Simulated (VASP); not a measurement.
# BaTiO3 (Pm-3m) in VASP: notebook

Runs on BaTiO3. Level: PBE+D3(BJ). Tasks: single point.

All numbers are computed with VASP 6.6.1; they aren't measurements. Logs are shortened: lines on timing, memory, paths and dates and some standing lists are left out, and cuts for length are marked.

### Step 1. The cell of the first run

Symmetry: Pm-3m, No. 221, cubic system. The conventional cell has a = 4.035 Å, b = 4.035 Å, c = 4.035 Å, α = 90.00°, β = 90.00°, γ = 90.00°. Ba (site symmetry m-3m) has 12 O at 2.85 Å and 8 Ti at 3.49 Å within 3.8 Å. Within 2.7 Å of Ti (site symmetry m-3m) lie 6 O at 2.02 Å. O (site symmetry 4/mmm) has 2 Ti at 2.02 Å within 2.7 Å.

### Step 2. Single point, PBE+D3(BJ)

Contents of INCAR:

```
ALGO     = Normal         # electronic algorithm
EDIFF    = 1E-6           # SCF threshold, eV
ENCUT    = 600            # plane-wave cutoff, eV
GGA      = PE             # functional
GGA_COMPAT= F            
ISIF     = 2              # what is computed and relaxed
ISMEAR   = 0              # smearing method
IVDW     = 12             # dispersion correction
LASPH    = T              # aspherical terms in the spheres
LCHARG   = F              # write CHGCAR
LREAL    = F              # projectors in reciprocal space
LWAVE    = F              # write WAVECAR
NBANDS   = 28             # bands
NELM     = 120            # most SCF steps
PREC     = Accurate       # precision mode
SIGMA    = 0.1            # smearing width, eV
```

Contents of KPOINTS:

```
k-points
0
Gamma
  4 4 4
```

Contents of POSCAR:

```
BaTiO3
1.0
    4.0354200000      0.0000000000      0.0000000000
    0.0000000000      4.0354200000      0.0000000000
    0.0000000000      0.0000000000      4.0354200000
Ba Ti O
1 1 3
Direct
    0.0000000000      0.0000000000      0.0000000000
    0.5000000000      0.5000000000      0.5000000000
    0.5000000000      0.5000000000      0.0000000000
    0.0000000000      0.5000000000      0.5000000000
    0.5000000000      0.0000000000      0.5000000000
```

Potentials or basis: VASP PAW PBE potentials, release 64 (Ba_sv, Ti_sv, O).

Run with:

```console
$ cat potpaw_PBE.64/Ba_sv/POTCAR potpaw_PBE.64/Ti_sv/POTCAR potpaw_PBE.64/O/POTCAR > POTCAR
$ mpirun -np 1 vasp_std > vasp.out
```

OUTCAR:

```text
EDIFF = 1E-6
   ENCUT = 600
   GGA = PE
   ISIF = 2
   ISMEAR = 0
   IVDW = 12
   LASPH = T
   LREAL = F
   NELM = 120
   PREC = Accurate
 IVDW          = 12

 ion  position               nearest neighbor table
   1  0.000  0.000  0.000-   3 2.85   4 2.85   5 2.85   4 2.85   5 2.85   3 2.85   4 2.85   4 2.85
                             3 2.85   5 2.85   5 2.85   3 2.85   2 3.49   2 3.49   2 3.49   2 3.49
   2  0.500  0.500  0.500-   3 2.02   4 2.02   5 2.02   3 2.02   5 2.02   4 2.02   1 3.49   1 3.49
                             1 3.49   1 3.49   1 3.49   1 3.49   1 3.49   1 3.49
   3  0.500  0.500  0.000-   2 2.02   2 2.02   1 2.85   1 2.85   1 2.85   1 2.85
   4  0.000  0.500  0.500-   2 2.02   2 2.02   1 2.85   1 2.85   1 2.85   1 2.85
   5  0.500  0.000  0.500-   2 2.02   2 2.02   1 2.85   1 2.85   1 2.85   1 2.85

  LATTYP: Found a simple cubic cell.
 ALAT       =     4.0354200000

  Lattice vectors:

 A1 = (   4.0354200000,   0.0000000000,   0.0000000000)
 A2 = (   0.0000000000,   4.0354200000,   0.0000000000)
 A3 = (   0.0000000000,   0.0000000000,   4.0354200000)

Analysis of symmetry for initial positions (statically):
=====================================================================
 Subroutine PRICEL returns:
 Original cell was already a primitive cell.

 Routine SETGRP: Setting up the symmetry group for a
 simple cubic supercell.

 Subroutine GETGRP returns: Found 48 space group operations
 (whereof 48 operations were pure point group operations)
 out of a pool of 48 trial point group operations.

The static configuration has the point symmetry O_h .

Analysis of symmetry for dynamics (positions and initial velocities):
=====================================================================
 Subroutine PRICEL returns:
 Original cell was already a primitive cell.

 Routine SETGRP: Setting up the symmetry group for a
 simple cubic supercell.

 Subroutine GETGRP returns: Found 48 space group operations
 (whereof 48 operations were pure point group operations)
 out of a pool of 48 trial point group operations.

The dynamic configuration has the point symmetry O_h .

 Subroutine INISYM returns: Found 48 space group operations
 (whereof 48 operations are pure point group operations),
 and found     1 'primitive' translations

----------------------------------------------------------------------------------------

                                     Primitive cell
[... 82 lines left out ...]
   EDIFF  = 0.1E-05   stopping-criterion for ELM
   LREAL  =      F    real-space projection
   EDIFFG = 0.1E-04   stopping-criterion for IOM
   NSW    =      0    number of steps for IOM
   IBRION =     -1    ionic relax: 0-MD 1-quasi-New 2-CG
   NFREE  =      0    steps in history (QN), initial steepest desc. (CG)
   ISIF   =      2    stress and relaxation
   ISYM   =      2    0-nonsym 1-usesym 2-fastsym
   POTIM  = 0.5000    time-step for ionic-motion
   TEBEG  =    0.0;   TEEND  =   0.0 temperature during run
   PSTRESS=    0.0 pullay stress
   NELECT =      40.0000    total number of electrons
   NUPDOWN=      -1.0000    fix difference up-down
   EMIN   =  10.00;   EMAX   =-10.00  energy-range for DOS
   EFERMI =   0.00;   METHOD = LEGACY
   ISMEAR =     0;   SIGMA  =   0.10  broadening in eV -4-tet -1-fermi 0-gaus
   EFERMI_NEDOS =   21; number of points for ismear=-14 and -15
   IALGO  =     38    algorithm
   IMIX   =      4    mixing-type and parameters
     AMIX     =   0.40;   BMIX     =  1.00
     AMIX_MAG =   1.60;   BMIX_MAG =  1.00
  volume/ion in A,a.u.               =      13.14        88.69
  Fermi-wavevector in a.u.,A,eV,Ry     =   1.387414  2.621832 26.190096  1.924918
  Thomas-Fermi vector in A             =   2.511637
   LORBIT       =      0    0 simple, 1 ext, 2 COOP (PROOUT), +10 PAW based schemes
   GGA     = PE    functional components
   LHFCALC =     F    Hartree Fock is set to
   AEXX    =    0.0000 exact exchange contribution
   IVDW    =    12    specifies the selected vdW correction
   LEPSILON=     F    determine dielectric tensor
   LRPA    =     F    only Hartree local field effects (RPA)
 non-spin polarized calculation
 Gauss-broadening in eV      SIGMA  =   0.10
  energy-cutoff  :      600.00
  volume of cell :       65.72
 maximum number of plane-waves:      2272
   NGX = 17   NGY = 17   NGZ = 17

 number of electron      40.0000014 magnetization

 Free energy of the ion-electron system (eV)
  ---------------------------------------------------
  ext. energy  EPLUGINS =         0.00000000
  ---------------------------------------------------
  free energy    TOTEN  =       -39.97573497 eV

  energy without entropy =      -39.97573497  energy(sigma->0) =      -39.97573497

 E-fermi :   4.2599     XC(G=0): -11.1308

 val. band max:        3.6487181399   @ k =   0.5000   0.5000   0.5000
 cond. band min:       5.3271696582   @ k =   0.0000   0.0000   0.0000
 fundamental gap:      1.6784515183
 Fermi energy:         4.2598993486

 k-point     1 :       0.0000    0.0000    0.0000
  band No.  band energies     occupation
      1     -53.1158      2.00000
      2     -29.3130      2.00000
      3     -29.3130      2.00000
      4     -29.3130      2.00000
      5     -21.2252      2.00000
      6     -13.1876      2.00000
[... 299 lines left out ...]
     27      11.0402      0.00000
     28      11.0402      0.00000

------------------------ aborting loop because EDIFF is reached ----------------------------------------

 Edisp (eV)   -1.29167

 E8    (eV) :    -0.5873

  FORCE on cell =-STRESS in cart. coord.  units (eV):
  Direction    XX          YY          ZZ          XY          YZ          ZX
  --------------------------------------------------------------------------------------
  -------------------------------------------------------------------------------------
  Total      -1.47112    -1.47112    -1.47112    -0.00000    -0.00000     0.00000
  in kB     -35.86689   -35.86689   -35.86689    -0.00000    -0.00000     0.00000
  external pressure =      -35.87 kB  Pullay stress =        0.00 kB

 VOLUME and BASIS-vectors are now :
 -----------------------------------------------------------------------------
  energy-cutoff  :      600.00
  volume of cell :       65.72
      direct lattice vectors                 reciprocal lattice vectors
     4.035420000  0.000000000  0.000000000     0.247805681  0.000000000  0.000000000
     0.000000000  4.035420000  0.000000000     0.000000000  0.247805681  0.000000000
     0.000000000  0.000000000  4.035420000     0.000000000  0.000000000  0.247805681

 POSITION                                       TOTAL-FORCE (eV/Angst)
 -----------------------------------------------------------------------------------
      0.00000      0.00000      0.00000         0.000000      0.000000      0.000000
      2.01771      2.01771      2.01771         0.000000      0.000000      0.000000
      2.01771      2.01771      0.00000         0.000000      0.000000      0.000000
      0.00000      2.01771      2.01771         0.000000      0.000000      0.000000
      2.01771      0.00000      2.01771         0.000000      0.000000      0.000000
 -----------------------------------------------------------------------------------
    total drift:                                0.000000     -0.000000     -0.000000

  FREE ENERGIE OF THE ION-ELECTRON SYSTEM (eV)
  ---------------------------------------------------
  free  energy   TOTEN  =       -41.2674099135 eV

  energy  without entropy=      -41.2674099135  energy(sigma->0) =      -41.26740991
```

stdout:

```text
POSCAR found type information on POSCAR BaTiO
 POSCAR found :  3 types and       5 ions
 scaLAPACK will be used
 LDA part: xc-table for (Slater+PW92), standard interpolation
 POSCAR, INCAR and KPOINTS ok, starting setup
 FFT: planning ... GRIDC
 FFT: planning ... GRID_SOFT
 FFT: planning ... GRID
 WAVECAR not read
 entering main loop
```

It took 21 s on 1 thread of AMD EPYC 7R43 (Zen 3), shared host; peak memory 0.16 GiB.

What came out:

```
Free energy                : -41.2674 eV
Pressure                   : -3.6 GPa
Band gap on the k mesh     : 1.68 eV (least direct gap 1.85 eV)
Dispersion energy per atom : -0.258 eV
```

Levels at points of the mesh, in eV from the valence-band top:
```csv
k point,band 16,band 17,band 18,band 19,band 20,band 21,band 22,band 23,band 24,band 25
"(0.00, 0.00, 0.00)",-1.05,-1.05,-0.17,-0.17,-0.17,1.68,1.68,1.68,3.72,3.72
"(0.50, 0.00, 0.00)",-1.85,-1.80,-1.80,-0.71,-0.71,1.83,3.35,3.35,3.72,5.68
"(0.50, 0.50, 0.00)",-2.61,-1.73,-0.88,-0.88,-0.09,3.35,3.35,3.75,4.54,7.39
"(0.50, 0.50, 0.50)",-2.42,-2.42,0.00,0.00,0.00,3.99,3.99,3.99,6.61,6.61
```

Caveat: the cell stands under tension; spin-orbit coupling is left out, which moves the levels of the heavy elements. A k mesh can miss the band edges.

### Step 3. Single point, PBE+D3(BJ)

This run uses another cell than the first one, of 12.73 Å³/atom.

Contents of INCAR:

```
  ALGO = Normal
  EDIFF = 1E-6
  ENCUT = 600
  GGA = PE
  GGA_COMPAT = F
  ISIF = 2
  ISMEAR = 0
  IVDW = 12
  LASPH = T
  LCHARG = F
  LREAL = F
  LWAVE = F
  NBANDS = 28
  NELM = 120
  PREC = Accurate
  SIGMA = 0.02
```

Contents of KPOINTS:

```
k-points
0
Gamma
  8 8 8
```

Changes to POSCAR since step 2:

```diff
@@ -2,5 +2,5 @@
 1.0
-    4.0354200000      0.0000000000      0.0000000000
-    0.0000000000      4.0354200000      0.0000000000
-    0.0000000000      0.0000000000      4.0354200000
+    3.9922690147      0.0000000000      0.0000000000
+    0.0000000000      3.9922690147      0.0000000000
+    0.0000000000      0.0000000000      3.9922690147
 Ba Ti O
```

Potentials or basis: VASP PAW PBE potentials, release 64 (Ba_sv, Ti_sv, O).

Run with:

```console
$ cat potpaw_PBE.64/Ba_sv/POTCAR potpaw_PBE.64/Ti_sv/POTCAR potpaw_PBE.64/O/POTCAR > POTCAR
$ mpirun -np 1 vasp_std > vasp.out
```

Wall time 54 s (1 thread of AMD EPYC 7R43 (Zen 3), shared host); peak memory 0.2 GiB.

It converged, with:

```yaml
Free_energy: -41.2940 eV
Pressure: 1.6 GPa
Band_gap_on_the_k_mesh: 1.76 eV (least direct gap 1.90 eV)
Dispersion_energy_per_atom: -0.267 eV
```

Levels at points of the mesh, in eV from the valence-band top:
```
           k point  band 17  band 18  band 19  band 20  band 21  band 22  band 23  band 24
(0.00, 0.00, 0.00)    -1.10    -0.14    -0.14    -0.14     1.76     1.76     1.76     3.96
(0.50, 0.00, 0.00)    -1.84    -1.84    -0.71    -0.71     1.93     3.53     3.53     3.97
(0.50, 0.50, 0.00)    -1.72    -0.87    -0.87    -0.09     3.53     3.53     3.95     4.82
(0.50, 0.50, 0.50)    -2.40     0.00     0.00     0.00     4.21     4.21     4.21     6.76
```

Caveat: spin-orbit coupling is left out, which moves the levels of the heavy elements. Expect the measured gap to be larger: semilocal functionals such as PBE lack the derivative discontinuity.
